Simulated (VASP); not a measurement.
A run of VASP 6.6.1 is set up as follows.

The input INCAR:

```
PREC     = Accurate       # precision mode
ENCUT    = 500            # plane-wave cutoff, eV
EDIFF    = 1E-6           # SCF threshold, eV
ISMEAR   = -1             # smearing method
SIGMA    = 0.1            # smearing width, eV
LREAL    = F              # projectors in reciprocal space
LASPH    = T              # aspherical terms in the spheres
NELM     = 120            # most SCF steps
ALGO     = Normal         # electronic algorithm
ISIF     = 2              # what is computed and relaxed
LWAVE    = F              # write WAVECAR
LCHARG   = T              # write CHGCAR
GGA      = PE             # functional
LELF     = T              # ELF
LVHAR    = T            
NBANDS   = 12             # bands
GGA_COMPAT= F
```

The input KPOINTS:

```
Automatic mesh
0
Gamma
  8 8 11
```

POSCAR

```
Al
1.0
    4.5838689354      0.0000000000      0.0000000000
   -2.2919344677      3.9697469457      0.0000000000
    0.0000000000      0.0000000000      2.8361442988
Al
3
Direct
    1.0000000000      0.0000000000      0.0000000000
    0.3333333333      0.6666666667      0.5000000000
    0.6666666667      0.3333333333      0.5000000000
```

Potentials or basis: VASP PAW PBE potentials, release 64 (Al).

Run with:

```bash
$ cat potpaw_PBE.64/Al/POTCAR > POTCAR
$ mpirun -np 1 vasp_std > vasp.out
```

(1) What does it give for the band gap on the k mesh?

(2) Estimate the pressure.

## Answers

(1) zero (an odd number of electrons rules out a gap without spin polarisation).

(2) 0.0 GPa.
